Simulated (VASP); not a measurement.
# InAs (F-43m) in VASP: a series of runs, part 2 of 2

VASP 6.6.1.

## 5. Vibrations by perturbation theory, PBEsol

Input file INCAR:

```
SYSTEM = InAs
PREC = Accurate
ENCUT = 520
EDIFF = 1E-8
ISMEAR = -1
SIGMA = 0.05
LREAL = .FALSE.
LASPH = .TRUE.
NELM = 60
ALGO = Normal
ISIF = 2
LWAVE = .FALSE.
LCHARG = .FALSE.
GGA = PS
NBANDS = 16
IBRION = 8
NSW = 1
```

Input file KPOINTS:

```
regular mesh
0
G
  8 8 8
  0 0 0
```

Input file POSCAR:

```
InAs
1.0
    0.0000000000      3.0180000000      3.0180000000
    3.0180000000      0.0000000000      3.0180000000
    3.0180000000      3.0180000000      0.0000000000
In As
1 1
Direct
    0.0000000000      0.0000000000      0.0000000000
    0.7500000000      0.7500000000      0.7500000000
```

Potentials or basis: VASP PAW PBE potentials, release 64 (In_d, As).

Launch:

```bash
$ cat potpaw_PBE.64/In_d/POTCAR potpaw_PBE.64/As/POTCAR > POTCAR
$ mpirun -np 1 vasp_std > vasp.out
```

OUTCAR:

```text
SYSTEM = InAs
   PREC = Accurate
   ENCUT = 520
   EDIFF = 1E-8
   ISMEAR = -1
   LREAL = .FALSE.
   LASPH = .TRUE.
   NELM = 60
   ISIF = 2
   GGA = PS
   IBRION = 8
   NSW = 1

 ion  position               nearest neighbor table
   1  0.000  0.000  0.000-   2 2.61   2 2.61   2 2.61   2 2.61
   2  0.750  0.750  0.750-   1 2.61   1 2.61   1 2.61   1 2.61

  LATTYP: Found a face centered cubic cell.
 ALAT       =     6.0360000000

  Lattice vectors:

[... 710 lines left out ...]
               1X          1Y          1Z          2X          2Y          2Z
  1X    -7.701945    0.000000    0.000000    7.701945    0.000000    0.000000
  1Y     0.000000   -7.701945    0.000000    0.000000    7.701945    0.000000
  1Z     0.000000    0.000000   -7.701945    0.000000    0.000000    7.701945
  2X     7.734187    0.000000    0.000000   -7.734187    0.000000    0.000000
  2Y     0.000000    7.734187    0.000000    0.000000   -7.734187    0.000000
  2Z     0.000000    0.000000    7.734187    0.000000    0.000000   -7.734187

 Eigenvectors and eigenvalues of the dynamical matrix
 ----------------------------------------------------

   1 f  =    6.451621 THz    40.536728 2PiTHz  215.202900 cm-1    26.681747 meV
             X         Y         Z           dx          dy          dz
      0.000000  0.000000  0.000000     0.000000    0.627587    0.000000
      4.527000  4.527000  4.527000     0.000000   -0.778547    0.000000
[... 21 lines left out ...]
   6 f/i=    0.006584 THz     0.041371 2PiTHz    0.219630 cm-1     0.027231 meV
             X         Y         Z           dx          dy          dz
      0.000000  0.000000  0.000000     0.000000    0.000000    0.778547
      4.527000  4.527000  4.527000     0.000000    0.000000    0.627587

--------------------------------------------------------------------------------------------------------

 ELASTIC MODULI CONTR FROM IONIC RELAXATION (kBar)
 Direction    XX          YY          ZZ          XY          YZ          ZX
 --------------------------------------------------------------------------------
 XX          -0.0000     -0.0000     -0.0000      0.0000      0.0000      0.0000
 YY          -0.0000     -0.0000     -0.0000      0.0000      0.0000     -0.0000
 ZZ          -0.0000     -0.0000     -0.0000      0.0000      0.0000      0.0000
 XY           0.0000      0.0000      0.0000   -258.3209     -0.0000      0.0000
 YZ           0.0000      0.0000      0.0000     -0.0000   -258.3209     -0.0000
 ZX           0.0000     -0.0000      0.0000      0.0000     -0.0000   -258.3209
 --------------------------------------------------------------------------------
```

OSZICAR:

```text
N       E                     dE             d eps       ncg     rms          rms(c)
DAV:   1     0.113041041805E+03    0.11304E+03   -0.82853E+03   928   0.122E+03
DAV:   2    -0.896998385703E+00   -0.11394E+03   -0.10901E+03  1032   0.299E+02
DAV:   3    -0.857129312117E+01   -0.76743E+01   -0.76386E+01  1160   0.759E+01
DAV:   4    -0.877198088176E+01   -0.20069E+00   -0.20062E+00  1200   0.132E+01
[... 47 lines left out ...]
RMM:   7    -0.453116348222E-01    0.17063E-05    0.13574E-08  6234   0.239E-03    0.985E-04
RMM:   8    -0.453122284872E-01   -0.59366E-06   -0.15873E-08  5742   0.101E-03    0.471E-04
RMM:   9    -0.453128167004E-01   -0.58821E-06    0.49130E-08  6036   0.366E-04    0.102E-04
RMM:  10    -0.453128704541E-01   -0.53754E-07    0.62235E-08  6396   0.126E-04    0.574E-05
RMM:  11    -0.453128716745E-01   -0.12204E-08    0.36018E-08  6136   0.507E-05    0.942E-06
 Linear response finished
```

stdout:

```text
POSCAR found type information on POSCAR InAs
 POSCAR found :  2 types and       2 ions
 scaLAPACK will be used
 -----------------------------------------------------------------------------
|                                                                             |
|                                                                             |
|     You enforced a specific xc type in the INCAR file but a different       |
|     I HOPE YOU KNOW WHAT YOU ARE DOING!                                     |
|                                                                             |
 -----------------------------------------------------------------------------

 LDA part: xc-table for (Slater+PW92), standard interpolation
 POSCAR, INCAR and KPOINTS ok, starting setup
 FFT: planning ... GRIDC
 FFT: planning ... GRID_SOFT
 FFT: planning ... GRID
 WAVECAR not read
 entering main loop
 Linear response reoptimize wavefunctions to high precision
 Linear response DOF=           2
 Linear response progress:
 first order change of Fermi-energy  -0.65309E-04
 force on displaced ion       1 direction 1 :  -7.702   0.000   0.000
 Linear response progress:
 first order change of Fermi-energy   0.43130E-03
 force on displaced ion       2 direction 1 :  -7.734  -0.000  -0.000
 Linear response finished
```

Run time: 1.8 min. Hardware: 1 thread of Intel Xeon 6975P-C (Granite Rapids), shared host; peak memory 0.35 GiB.

What came out:

| Quantity | Value |
| --- | --- |
| Highest phonon frequency at Γ, LO-TO splitting left out | 215 cm⁻¹ |

Phonon frequencies in cm⁻¹ (negative: imaginary):
```tsv
q point	frequencies
(0.000, 0.000, 0.000)	0 0 0 215 215 215
```

Caveat: the cell wasn't relaxed at this level first, which shifts response properties; the PAW data sets were made with another functional, which shifts forces and pressure a little; spin-orbit coupling is left out, which moves the levels of the heavy elements.

## 6. Elastic constants, PBE

Input file INCAR:

```
ALGO = Normal ; EDIFF = 1E-8
ENCUT = 600 ; GGA = PE
IBRION = 6 ; ISIF = 3
ISMEAR = -1 ; LASPH = T
LCHARG = T ; LREAL = F
LWAVE = F ; NELM = 80
NFREE = 2 ; NSW = 1
POTIM = 0.015 ; PREC = Accurate
SIGMA = 0.05
```

Input file KPOINTS:

```
k-points
0
Gamma
  6 6 6
```

POSCAR is that of step 5.

Potentials or basis: VASP PAW PBE potentials, release 64 (In_d, As).

Launch:

```bash
$ cat potpaw_PBE.64/In_d/POTCAR potpaw_PBE.64/As/POTCAR > POTCAR
$ mpirun -np 1 vasp_std > vasp.out
```

OUTCAR:

```text
EDIFF = 1E-8
   ENCUT = 600
   GGA = PE
   IBRION = 6
   ISIF = 3
   ISMEAR = -1
   LASPH = T
   LREAL = F
   NELM = 80
   NFREE = 2
   NSW = 1
   POTIM = 0.015
   PREC = Accurate

 ion  position               nearest neighbor table
   1  0.000  0.000  0.000-   2 2.61   2 2.61   2 2.61   2 2.61
   2  0.750  0.750  0.750-   1 2.61   1 2.61   1 2.61   1 2.61

  LATTYP: Found a face centered cubic cell.
 ALAT       =     6.0360000000

  Lattice vectors:

 A1 = (   0.0000000000,   3.0180000000,   3.0180000000)
 A2 = (   3.0180000000,   0.0000000000,   3.0180000000)
 A3 = (   3.0180000000,   3.0180000000,   0.0000000000)

Analysis of symmetry for initial positions (statically):
=====================================================================
 Subroutine PRICEL returns:
 Original cell was already a primitive cell.

 Routine SETGRP: Setting up the symmetry group for a
 face centered cubic supercell.

 Subroutine GETGRP returns: Found 24 space group operations
 (whereof 24 operations were pure point group operations)
 out of a pool of 48 trial point group operations.

The static configuration has the point symmetry T_d .

Analysis of symmetry for dynamics (positions and initial velocities):
=====================================================================
 Subroutine PRICEL returns:
 Original cell was already a primitive cell.

 Routine SETGRP: Setting up the symmetry group for a
 face centered cubic supercell.

 Subroutine GETGRP returns: Found 24 space group operations
 (whereof 24 operations were pure point group operations)
 out of a pool of 48 trial point group operations.

The dynamic configuration has the point symmetry T_d .

 Subroutine INISYM returns: Found 24 space group operations
 (whereof 24 operations are pure point group operations),
 and found     1 'primitive' translations

----------------------------------------------------------------------------------------

                                     Primitive cell

  volume of cell :      54.9778

  direct lattice vectors                    reciprocal lattice vectors
     0.000000000  3.018000000  3.018000000    -0.165672631  0.165672631  0.165672631
     3.018000000  0.000000000  3.018000000     0.165672631 -0.165672631  0.165672631
     3.018000000  3.018000000  0.000000000     0.165672631  0.165672631 -0.165672631

  length of vectors
     4.268096531  4.268096531  4.268096531     0.286953414  0.286953414  0.286953414
[... 230 lines left out ...]

 number of electron      18.0000001 magnetization

------------------------ aborting loop because EDIFF is reached ----------------------------------------
[... 67 lines left out ...]
--------------------------------------- Ionic step       17  -------------------------------------------

 number of electron      18.0000003 magnetization

 Free energy of the ion-electron system (eV)
  ---------------------------------------------------
  ext. energy  EPLUGINS =         0.00000000
  ---------------------------------------------------
  free energy    TOTEN  =        -7.64561057 eV

  energy without entropy =       -7.64467652  energy(sigma->0) =       -7.64514354

 E-fermi :   4.6088     XC(G=0):  -9.1138

 val. band max:        4.5984445702   @ k =   0.0000   0.0000   0.0000
 cond. band min:       5.5180926051   @ k =   0.5000   0.0000   0.0000
 fundamental gap:      0.9196480349
 Fermi energy:         4.6087828196

 k-point     1 :       0.0000    0.0000    0.0000
  band No.  band energies     occupation
      1      -9.8431      2.00000
      2      -9.8404      2.00000
      3      -9.8372      2.00000
      4      -9.7123      2.00000
      5      -9.7123      2.00000
      6      -7.3267      2.00000
      7       4.4004      1.96952
      8       4.5407      1.59228
      9       4.5705      1.36502
     10       4.5984      1.10302
     11       8.4540      0.00000
     12       8.4748      0.00000
     13       8.4973      0.00000
[... 354 lines left out ...]
  band No.  band energies     occupation
      1      -9.9754      2.00000
      2      -9.8018      2.00000
      3      -9.7914      2.00000
      4      -9.7170      2.00000
      5      -9.7016      2.00000
      6      -5.7262      2.00000
      7      -1.0330      2.00000
      8       2.3067      2.00000
      9       3.1726      2.00000
     10       6.8102      0.00000
     11       8.8329      0.00000
     12      10.1530      0.00000
     13      11.0153      0.00000

 [... further k-points ...]
[... 5 lines left out ...]
  --------------------------------------------------------------------------------------
  -------------------------------------------------------------------------------------
  Total        1.5283929      1.5306562      1.5306562      0.0000000     -0.1398065      0.0000000
  in kB       44.5407866     44.6067461     44.6067461      0.0000000     -4.0742752      0.0000000
  external PRESSURE =      44.5847596 kB  Pullay stress =       0.0000000 kB
[... 17 lines left out ...]
  FREE ENERGIE OF THE ION-ELECTRON SYSTEM (eV)
  ---------------------------------------------------
  free  energy   TOTEN  =        -7.6456105683 eV

  energy  without entropy=       -7.6446765193  energy(sigma->0) =       -7.64514354

 INTERNAL STRAIN TENSORS FROM STRAINED CELLS
 ============================================

 INTERNAL STRAIN TENSOR FOR ION    1 for displacements in x,y,z  (eV/Angst):
          X           Y           Z          XY          YZ          ZX
  --------------------------------------------------------------------------------
  x    -0.00000     0.00000    -0.00000     0.00000    -9.33055    -0.00000
  y    -0.00000     0.00000    -0.00000     0.00000     0.00000    -9.33057
  z     0.00000     0.00000    -0.00000    -9.33088    -0.00000     0.00000

 INTERNAL STRAIN TENSORS FROM DISPLACED ATOMS
 ============================================

 INTERNAL STRAIN TENSOR FOR ION    1 for displacements in x,y,z  (eV/Angst):
          X           Y           Z          XY          YZ          ZX
  --------------------------------------------------------------------------------
  x    -0.00000     0.00000     0.00000     0.00000    -9.32361     0.00000
  y     0.00000    -0.00000     0.00000     0.00000     0.00000    -9.32361
  z     0.00000     0.00000    -0.00000    -9.32361     0.00000     0.00000

 INTERNAL STRAIN TENSOR FOR ION    2 for displacements in x,y,z  (eV/Angst):
          X           Y           Z          XY          YZ          ZX
  --------------------------------------------------------------------------------
  x     0.00000     0.00000     0.00000     0.00000     9.32045     0.00000
  y     0.00000    -0.00000     0.00000     0.00000     0.00000     9.32045
  z     0.00000     0.00000     0.00000     9.32045     0.00000     0.00000

 Eigenvectors and eigenvalues of the dynamical matrix
 ----------------------------------------------------

   1 f  =    6.506691 THz    40.882746 2PiTHz  217.039854 cm-1    26.909500 meV
             X         Y         Z           dx          dy          dz
      0.000000  0.000000  0.000000     0.000000    0.628763    0.000000
      4.527000  4.527000  4.527000     0.000000   -0.777597    0.000000
[... 21 lines left out ...]
   6 f/i=    0.003201 THz     0.020113 2PiTHz    0.106778 cm-1     0.013239 meV
             X         Y         Z           dx          dy          dz
      0.000000  0.000000  0.000000     0.000000    0.000000    0.777597
      4.527000  4.527000  4.527000     0.000000    0.000000    0.628763

--------------------------------------------------------------------------------------------------------

 ELASTIC MODULI CONTR FROM IONIC RELAXATION (kBar)
 Direction    XX          YY          ZZ          XY          YZ          ZX
 --------------------------------------------------------------------------------
 XX          -0.0000      0.0000      0.0000      0.0000     -0.0000      0.0000
 YY           0.0000     -0.0000     -0.0000      0.0000      0.0000      0.0000
 ZZ           0.0000     -0.0000     -0.0000     -0.0000      0.0000      0.0000
 XY           0.0000      0.0000     -0.0000   -322.3812      0.0000     -0.0000
 YZ          -0.0000      0.0000      0.0000      0.0000   -322.3812     -0.0000
 ZX           0.0000      0.0000      0.0000     -0.0000     -0.0000   -322.3812
 --------------------------------------------------------------------------------

 TOTAL ELASTIC MODULI (kBar)
 Direction    XX          YY          ZZ          XY          YZ          ZX
 --------------------------------------------------------------------------------
 XX         841.1012    543.1203    543.1203     -0.0000     -0.0000      0.0000
 YY         543.1203    841.1012    543.1203      0.0000      0.0000      0.0000
 ZZ         543.1203    543.1203    841.1012     -0.0000      0.0000     -0.0000
 XY          -0.0000      0.0000     -0.0000    319.2818      0.0000     -0.0000
 YZ          -0.0000      0.0000      0.0000      0.0000    319.2818     -0.0000
 ZX           0.0000      0.0000     -0.0000     -0.0000     -0.0000    319.2818
 --------------------------------------------------------------------------------
```

OSZICAR:

```text
N       E                     dE             d eps       ncg     rms          rms(c)
DAV:   1     0.124173562281E+03    0.12417E+03   -0.93894E+03   416   0.170E+03
DAV:   2     0.172575988655E+01   -0.12245E+03   -0.11874E+03   431   0.346E+02
[... 216 lines left out ...]
DAV:   2    -0.764567541010E+01   -0.10334E-02   -0.11985E-02  1494   0.804E-01    0.641E-02
DAV:   3    -0.764561474091E+01    0.60669E-04   -0.17485E-04  1314   0.154E-01    0.265E-02
DAV:   4    -0.764560980437E+01    0.49365E-05   -0.44168E-05  1793   0.750E-02    0.991E-03
DAV:   5    -0.764561042607E+01   -0.62170E-06   -0.47876E-06  1271   0.196E-02    0.335E-03
DAV:   6    -0.764561054334E+01   -0.11727E-06   -0.38690E-07  1526   0.498E-03    0.120E-03
DAV:   7    -0.764561056918E+01   -0.25834E-07   -0.35840E-08  1301   0.249E-03    0.307E-04
DAV:   8    -0.764561056834E+01    0.83605E-09   -0.28694E-09   783   0.518E-04
  17 F= -.76456106E+01 E0= -.76451435E+01  d E =-.934049E-03
```

Run time: 4.2 min. Hardware: 1 thread of Intel Xeon 6975P-C (Granite Rapids), shared host; peak memory 0.28 GiB.

Results:

- Elastic constants C11, C12, C44: 84, 54, 32 GPa
- Voigt bulk modulus: 64 GPa
- Highest phonon frequency at Γ, LO-TO splitting left out: 217 cm⁻¹

Phonon frequencies in cm⁻¹ (negative: imaginary):
| q point | frequencies |
| --- | --- |
| (0.000, 0.000, 0.000) | 0 0 0 217 217 217 |

Elastic tensor in Voigt notation (GPa, in the Cartesian axes of the cell as first typed):
```
84 54 54  0  0  0
54 84 54  0  0  0
54 54 84  0  0  0
 0  0  0 32  0  0
 0  0  0  0 32  0
 0  0  0  0  0 32
```

Clamped-ion elastic tensor (GPa):
```
84 54 54  0  0  0
54 84 54  0  0  0
54 54 84  0  0  0
 0  0  0 64  0  0
 0  0  0  0 64  0
 0  0  0  0  0 64
```

Caveat: the cell is under stress, which shifts elastic constants; spin-orbit coupling is left out, which moves the levels of the heavy elements.
